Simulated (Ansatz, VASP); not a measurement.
# FeNi in VASP and in Ansatz

Contents of INCAR:

```
SYSTEM = FeNi
  PREC = Accurate
  ENCUT = 520
  EDIFF = 1E-6
  ISMEAR = 0
  SIGMA = 0.15
  LREAL = .False.
  LASPH = .True.
  NELM = 150
  ALGO = Normal
  ISIF = 2
  LWAVE = .False.
  LCHARG = .False.
  ISPIN = 2
  MAGMOM = 2.97 0.78
  LORBIT = 11
  LMAXMIX = 4
  GGA = PS
  NBANDS = 20
```

The input KPOINTS:

```
regular mesh
0
Gamma
  18 18 14
  0 0 0
```

File POSCAR:

```
FeNi
1.0
    2.5330000000      0.0000000000      0.0000000000
    0.0000000000      2.5330000000      0.0000000000
    0.0000000000      0.0000000000      3.4029000000
Fe Ni
1 1
Direct
    0.0000000000      0.0000000000      0.0000000000
    0.5000000000      0.5000000000      0.5000000000
```

Input for Ansatz:

```yaml
crystal:
  lattice:
    - [2.533, 0.0, 0.0]
    - [0.0, 2.533, 0.0]
    - [0.0, 0.0, 3.4029]
  atoms:
    - { symbol: Fe, position: [0.0, 0.0, 0.0], spin: 2.97 }
    - { symbol: Ni, position: [0.5, 0.5, 0.5], spin: 0.78 }
basis:
  ecutwfc: 420
kpoints:
  mp_grid: { grid: [18, 18, 14] }
hamiltonian:
  xc: pbesol
scf:
  occupations: { method: gaussian, width: 0.15 }
output:
  forces: true
  stress: true
  eigenvalues: true
  populations: true
magnetization:
  spin_polarized: true
```

Change from the starting cell: strain +0.000 along x and y, -0.050 along z, atoms carried along.

Alike in both runs: task single point; functional PBEsol; k mesh 18 × 18 × 14; occupations gaussian, width 0.15 eV; collinear spin.

|  | VASP | Ansatz |
| --- | --- | --- |
| version | VASP 6.6.1 | Ansatz 0.2.0 |
| potentials or method | VASP PAW PBE potentials, release 64 (Fe, Ni), cutoff 520 eV | scalar-relativistic, plane waves, PAW |
| valence electrons in the cell | 18 | 34 |

VASP gave:

- gap on the k mesh at the Fermi level (eV): none
- pressure (GPa): -2.0
- traceless stress, the component that is largest in VASP (GPa): 5.52
- net moment per atom (μB): 1.63
- size of the moment on the site where the two differ most (μB): 0.65

Question: What did Ansatz give for the same quantities?

Answer: gap on the k mesh at the Fermi level (eV): none; pressure (GPa): -2.0; traceless stress, the component that is largest in VASP (GPa): 5.58; net moment per atom (μB): 1.63; size of the moment on the site where the two differ most (μB): 0.72.

VASP's potentials were made for PBE, not for PBEsol. Site moments also hang on the region over which each program counts them. A gap of «none» marks a metal or a gap that the smearing closes. VASP's potentials hold 18 valence electrons a cell and Ansatz's 34, so a difference there can come from the potentials and not from the codes.
